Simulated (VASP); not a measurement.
Cr:

```
Cr
1.0
    -1.48445    1.48445    1.48445
     1.48445   -1.48445    1.48445
     1.48445    1.48445   -1.48445
Cr
1
Direct
  0.00000 0.00000 0.00000
```

Base run:

```yaml
Program: VASP 6.6.1
Functional: PBEsol
Potentials_or_basis: VASP PAW PBE potentials, release 64 (Cr_pv)
Cutoff: 520 eV
k_mesh: 10 × 10 × 10
Occupations: fermi-dirac, width 0.05 eV
Spin: collinear spin, ferromagnetic start
Starting_moments: "[1.5] μB"
Fixed_moment: 1.5 μB
```

Its results: pressure -16.8 GPa; site moments Cr +1.39 μB.

Problem. The run is repeated on the same cell with these changes: fixed moment from 1.5 μB to 3.8 μB; moments at the start from [1.5] to [3.8]. What comes out?

Solution. Pressure 40.2 GPa; site moments Cr +3.46 μB.

Caveats: the PAW data sets were made with another functional, which shifts forces and pressure a little; the total moment is fixed, so each spin has its own Fermi level.
